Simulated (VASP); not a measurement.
# Se in VASP: a series of runs, part 2 of 2

VASP 6.6.1.

### Step 5. Molecular dynamics, PBE

File INCAR:

```
  PREC = Accurate
  ENCUT = 520
  EDIFF = 1E-5
  ISMEAR = -1
  SIGMA = 0.08
  LREAL = False
  LASPH = True
  NELM = 80
  ALGO = Normal
  ISIF = 2
  LWAVE = False
  LCHARG = False
  GGA = PE
  IBRION = 0
  NSW = 20
  POTIM = 2.0
  TEBEG = 300.0
  TEEND = 300.0
  ISYM = 0
  NELMIN = 4
  RANDOM_SEED = 996272 0 0
  MDALGO = 1
  ANDERSEN_PROB = 0.0
```

File KPOINTS:

```
Automatic mesh
0
Gamma
  5 5 4
```

File POSCAR:

```
Se
1.0
    4.3551700000      0.0000000000      0.0000000000
   -2.1775850000      3.7716878578      0.0000000000
    0.0000000000      0.0000000000      4.9494500000
Se
3
Direct
    0.2170000000      0.0000000000      0.1666666667
    0.0000000000      0.2170000000      0.8333333333
    0.7830000000      0.7830000000      0.5000000000
```

Potentials or basis: VASP PAW PBE potentials, release 64 (Se).

Command:

```
$ cat potpaw_PBE.64/Se/POTCAR > POTCAR
$ mpirun -np 1 vasp_std > vasp.out
```

OUTCAR:

```text
PREC = Accurate
   ENCUT = 520
   EDIFF = 1E-5
   ISMEAR = -1
   LREAL = False
   LASPH = True
   NELM = 80
   ISIF = 2
   GGA = PE
   IBRION = 0
   NSW = 20
   POTIM = 2.0
   TEBEG = 300.0
   ISYM = 0
   NELMIN = 4

 ion  position               nearest neighbor table
   1  0.217  0.000  0.167-   3 2.32   2 2.32
   2  0.000  0.217  0.833-   3 2.32   1 2.32
   3  0.783  0.783  0.500-   1 2.32   2 2.32

IMPORTANT INFORMATION: All symmetrisations will be switched off!
NOSYMM: (Re-)initialisation of all symmetry stuff for point group C_1.

----------------------------------------------------------------------------------------

                                     Primitive cell

  volume of cell :      81.3014

  direct lattice vectors                    reciprocal lattice vectors
     4.355170000  0.000000000  0.000000000     0.229612162  0.132566644  0.000000000
    -2.177585000  3.771687858  0.000000000     0.000000000  0.265133287  0.000000000
     0.000000000  0.000000000  4.949450000     0.000000000  0.000000000  0.202042651

  length of vectors
     4.355170000  4.355170000  4.949450000     0.265133287  0.265133287  0.202042651

  position of ions in fractional coordinates (direct lattice)
     0.217000000  0.000000000  0.166666667
     1.000000000  0.217000000  0.833333333
     0.783000000  0.783000000  0.500000000

  ion indices of the primitive-cell ions
   primitive index   ion index
                 1           1
                 2           2
                 3           3

----------------------------------------------------------------------------------------

 KPOINTS: Automatic mesh

Automatic generation of k-mesh.
 Grid dimensions read from file:
 generate k-points for:    5    5    4

 Generating k-lattice:

  Cartesian coordinates                     Fractional coordinates (reciprocal lattice)
     0.045922432  0.026513329  0.000000000     0.200000000 -0.000000000  0.000000000
     0.000000000  0.053026657  0.000000000     0.000000000  0.200000000  0.000000000
     0.000000000  0.000000000  0.050510663     0.000000000  0.000000000  0.250000000

  Length of vectors
     0.053026657  0.053026657  0.050510663

  Shift w.r.t. Gamma in fractional coordinates (k-lattice)
     0.000000000  0.000000000  0.000000000

 Subroutine IBZKPT returns following result:
 ===========================================

 Found     51 irreducible k-points:

 Following reciprocal coordinates:
            Coordinates               Weight
  0.000000  0.000000  0.000000      1.000000
  0.200000 -0.000000  0.000000      2.000000
  0.000000  0.200000  0.000000      2.000000
 -0.200000  0.200000  0.000000      2.000000
  0.400000  0.000000  0.000000      2.000000
  0.000000  0.400000  0.000000      2.000000
[... 16 lines left out ...]
 -0.400000  0.400000  0.250000      2.000000
 -0.400000 -0.000000  0.250000      2.000000
 [... further k-points ...]
   k-points           NKPTS =     51   k-points in BZ     NKDIM =     51   number of bands    NBANDS=     13
   number of dos      NEDOS =    301   number of ions     NIONS =      3
   total plane-waves  NPLWV =  40960
   dimension x,y,z NGX =    32 NGY =   32 NGZ =   40
[... 19 lines left out ...]
   NFREE  =      0    steps in history (QN), initial steepest desc. (CG)
   ISIF   =      2    stress and relaxation
   ISYM   =      0    0-nonsym 1-usesym 2-fastsym
   POTIM  = 2.0000    time-step for ionic-motion
   TEBEG  =  300.0;   TEEND  = 300.0 temperature during run
   PSTRESS=    0.0 pullay stress
   NELECT =      18.0000    total number of electrons
   NUPDOWN=      -1.0000    fix difference up-down
   EMIN   =  10.00;   EMAX   =-10.00  energy-range for DOS
   EFERMI =   0.00;   METHOD = LEGACY
   ISMEAR =    -1;   SIGMA  =   0.08  broadening in eV -4-tet -1-fermi 0-gaus
   EFERMI_NEDOS =   21; number of points for ismear=-14 and -15
   IALGO  =     38    algorithm
   IMIX   =      4    mixing-type and parameters
     AMIX     =   0.40;   BMIX     =  1.00
     AMIX_MAG =   1.60;   BMIX_MAG =  1.00
  volume/ion in A,a.u.               =      27.10       182.88
  Fermi-wavevector in a.u.,A,eV,Ry     =   0.990375  1.871538 13.345178  0.980843
  Thomas-Fermi vector in A             =   2.122041
   LORBIT       =      0    0 simple, 1 ext, 2 COOP (PROOUT), +10 PAW based schemes
   GGA     = PE    functional components
   LHFCALC =     F    Hartree Fock is set to
   AEXX    =    0.0000 exact exchange contribution
   IVDW    =     0    specifies the selected vdW correction
   LEPSILON=     F    determine dielectric tensor
   LRPA    =     F    only Hartree local field effects (RPA)
 molecular dynamics for ions
 non-spin polarized calculation
  energy-cutoff  :      520.00
  volume of cell :       81.30
 maximum number of plane-waves:      2202
   NGX = 17   NGY = 17   NGZ = 19

--------------------------------------- Ionic step        1  -------------------------------------------

 number of electron      17.9999997 magnetization

 Free energy of the ion-electron system (eV)
  ---------------------------------------------------
  ext. energy  EPLUGINS =         0.00000000
  ---------------------------------------------------
  free energy    TOTEN  =       -10.36896573 eV

  energy without entropy =      -10.36888901  energy(sigma->0) =      -10.36892737

------------------------ aborting loop because EDIFF is reached ----------------------------------------

  FORCE on cell =-STRESS in cart. coord.  units (eV):
  Direction    XX          YY          ZZ          XY          YZ          ZX
  --------------------------------------------------------------------------------------
  -------------------------------------------------------------------------------------
  Total        2.4089917      2.4090042      3.8880381     -0.0000024      0.0000108     -0.0000103
  in kB       47.4731542     47.4734004     76.6202032     -0.0000476      0.0002128     -0.0002030
  external PRESSURE =      57.1889193 kB  Pullay stress =       0.0000000 kB
[... 118 lines left out ...]
  ENERGY OF THE ELECTRON-ION-THERMOSTAT SYSTEM (eV)
  ---------------------------------------------------
% ion-electron   TOTEN  =       -10.351084  see above
  kinetic energy EKIN   =         0.054234
  kin. lattice  EKIN_LAT=         0.000000  (temperature  209.78 K)
  nose potential ES     =         0.000000
  nose kinetic   EPS    =         0.000000
  ---------------------------------------------------
  total energy   ETOTAL =       -10.296851 eV

[... ionic steps 4 to 17 ...]

--------------------------------------- Ionic step       18  -------------------------------------------

 number of electron      18.0000000 magnetization

------------------------ aborting loop because EDIFF is reached ----------------------------------------
[... 89 lines left out ...]
--------------------------------------- Ionic step       20  -------------------------------------------

 number of electron      18.0000000 magnetization

 Free energy of the ion-electron system (eV)
  ---------------------------------------------------
  ext. energy  EPLUGINS =         0.00000000
  ---------------------------------------------------
  free energy    TOTEN  =       -10.44802366 eV

  energy without entropy =      -10.44784234  energy(sigma->0) =      -10.44793300

 E-fermi :   3.2672     XC(G=0):  -8.8810

 val. band max:        2.7802698258   @ k =   0.4000   0.4000   0.5000
 cond. band min:       3.6664191813   @ k =   0.0000   0.0000   0.5000
 fundamental gap:      0.8861493555
 Fermi energy:         3.2671955828

 k-point     1 :       0.0000    0.0000    0.0000
  band No.  band energies     occupation
      1     -13.0802      2.00000
      2      -9.0475      2.00000
      3      -8.9175      2.00000
      4      -1.1844      2.00000
      5      -1.0969      2.00000
      6      -0.9125      2.00000
      7       0.6645      2.00000
      8       0.7308      2.00000
      9       2.3194      1.99999
     10       4.4669      0.00000
     11       4.5616      0.00000
     12       4.8777      0.00000
     13       8.9510      0.00000
[... 354 lines left out ...]
  band No.  band energies     occupation
      1     -12.3459      2.00000
      2     -10.4251      2.00000
      3      -8.2796      2.00000
      4      -2.4753      2.00000
      5      -2.1354      2.00000
      6      -0.8344      2.00000
      7       0.5076      2.00000
      8       0.9948      2.00000
      9       1.8475      2.00000
     10       4.5625      0.00000
     11       5.4255      0.00000
     12       6.3411      0.00000
     13       8.8439      0.00000

 [... further k-points ...]
[... 5 lines left out ...]
  --------------------------------------------------------------------------------------
  -------------------------------------------------------------------------------------
  Total        0.7464031      1.1699529      1.8699948     -0.0136130      0.3064658     -0.3174186
  in kB       14.7091040     23.0558508     36.8513318     -0.2682669      6.0394135     -6.2552563
  external PRESSURE =      24.8720955 kB  Pullay stress =       0.0000000 kB
[... 24 lines left out ...]
  ENERGY OF THE ELECTRON-ION-THERMOSTAT SYSTEM (eV)
  ---------------------------------------------------
% ion-electron   TOTEN  =       -10.448024  see above
  kinetic energy EKIN   =         0.151059
  kin. lattice  EKIN_LAT=         0.000000  (temperature  584.32 K)
  nose potential ES     =         0.000000
  nose kinetic   EPS    =         0.000000
  ---------------------------------------------------
  total energy   ETOTAL =       -10.296964 eV
```

OSZICAR:

```text
N       E                     dE             d eps       ncg     rms          rms(c)
DAV:   1     0.892439826896E+02    0.89244E+02   -0.73919E+03  1326   0.115E+03
DAV:   2    -0.402490192102E+01   -0.93269E+02   -0.89908E+02  1764   0.179E+02
[... 118 lines left out ...]
       N       E                     dE             d eps       ncg     rms          rms(c)
DAV:   1    -0.104480225454E+02   -0.46120E-02   -0.25221E-03   771   0.102E+00    0.764E-04
DAV:   2    -0.104480236272E+02   -0.10817E-05   -0.64487E-06  1003   0.997E-03    0.475E-04
DAV:   3    -0.104480236470E+02   -0.19832E-07   -0.90599E-08   738   0.245E-03    0.322E-04
DAV:   4    -0.104480236595E+02   -0.12545E-07   -0.12400E-08   703   0.897E-04
     20 T=   584. E= -.10296964E+02 F= -.10448024E+02 E0= -.10447933E+02  EK= 0.15106E+00 SP= 0.00E+00 SK= 0.00E+00
```

It took 6.7 min on 1 thread of Intel Xeon 8259CL, shared host; peak memory 0.27 GiB.

Step by step:
```tsv
step	potential energy change (eV)	largest force (eV/Å)	pressure (GPa)	volume (Å³)	temperature (K)
1	0.0000	1.1892	5.72	81.30	279
2	0.0098	1.2561	5.90	81.30	241
3	0.0179	1.3105	6.05	81.30	210
4	0.0240	1.3506	6.16	81.30	186
5	0.0279	1.3765	6.22	81.30	171
6	0.0293	1.3872	6.23	81.30	166
7	0.0284	1.3824	6.19	81.30	169
8	0.0250	1.3641	6.10	81.30	182
9	0.0195	1.3384	5.97	81.30	204
10	0.0120	1.3008	5.79	81.30	232
11	0.0030	1.2522	5.57	81.30	267
12	-0.0072	1.1937	5.32	81.30	307
13	-0.0182	1.1267	5.03	81.30	349
14	-0.0294	1.0525	4.72	81.30	392
15	-0.0404	0.9728	4.38	81.30	435
16	-0.0507	0.8893	4.02	81.30	475
17	-0.0601	0.8039	3.64	81.30	511
18	-0.0681	0.7183	3.26	81.30	542
19	-0.0744	0.6347	2.87	81.30	566
20	-0.0791	0.5553	2.49	81.30	584
```

### Step 6. Overview

| task | cell | gap on the mesh (eV) | pressure (GPa) | largest force (eV/Å) |
| --- | --- | --- | --- | --- |
| single point | as given, atomic positions A | 1.06 | 5.7 | 1.47 |
| single point | as given, atomic positions B | 0.77 | 3.9 | 1.08 |
| single point | as given, atomic positions C | 0.56 | 1.7 | 0.62 |
| molecular dynamics | as given, atomic positions D | - | - | - |

Alike in all rows: level PBE; potentials or basis VASP PAW PBE potentials, release 64 (Se); no spin polarisation; k mesh 5 × 5 × 4; cutoff (eV) 520; smearing fermi-dirac 0.08 eV.

Caveats: the cell stands under pressure (at least some runs); forces of over 1 eV/Å act on the atoms, so gaps and moduli don't describe the material at rest (at least some runs).

Total energies depend on the potentials used, so only differences within one code and one set of settings carry meaning.
